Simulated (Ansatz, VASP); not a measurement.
# One calculation of Al, two programs

File INCAR:

```
PREC = Accurate
ENCUT = 520
EDIFF = 1E-6
ISMEAR = 1
SIGMA = 0.15
LREAL = False
LASPH = True
NELM = 80
ALGO = Normal
ISIF = 2
LWAVE = False
LCHARG = False
GGA = PE
IVDW = 12
NBANDS = 8
```

Contents of KPOINTS:

```
Automatic mesh
0
Gamma
  12 12 12
```

The input POSCAR:

```
Al
1.0
    0.0000000000      2.0601849946      2.0601849946
    2.0601849946      0.0000000000      2.0601849946
    2.0601849946      2.0601849946      0.0000000000
Al
1
Direct
    0.0000000000      0.0000000000      0.0000000000
```

Input for Ansatz:

```yaml
crystal:
  lattice:
    - [0.0, 2.0601849945990978, 2.0601849945990978]
    - [2.0601849945990978, 0.0, 2.0601849945990978]
    - [2.0601849945990978, 2.0601849945990978, 0.0]
  atoms:
    - { symbol: Al, position: [0.0, 0.0, 0.0] }
basis:
  ecutwfc: 489.804952427784
kpoints:
  mp_grid:
    grid: [12, 12, 12]
hamiltonian:
  xc: pbe
  dispersion: d3bj
scf:
  convergence:
    dr2_threshold: 1.0e-10
  occupations:
    method: methfessel_paxton
    width: 0.15
output:
  stress: true
```

Alike in both runs: task single point; functional PBE; dispersion D3(BJ); k mesh 12 × 12 × 12; occupations methfessel-paxton of order 1, width 0.15 eV; no spin polarisation.

```csv
,VASP,Ansatz
version,VASP 6.6.1,Ansatz 0.2.0
potentials or method,"VASP PAW PBE potentials, release 64 (Al), cutoff 520 eV","plane waves, PAW"
valence electrons in the cell,3,3
```

```csv
,VASP,Ansatz,Ansatz less VASP
pressure (GPa),-7.0,-7.0,+0.02
```
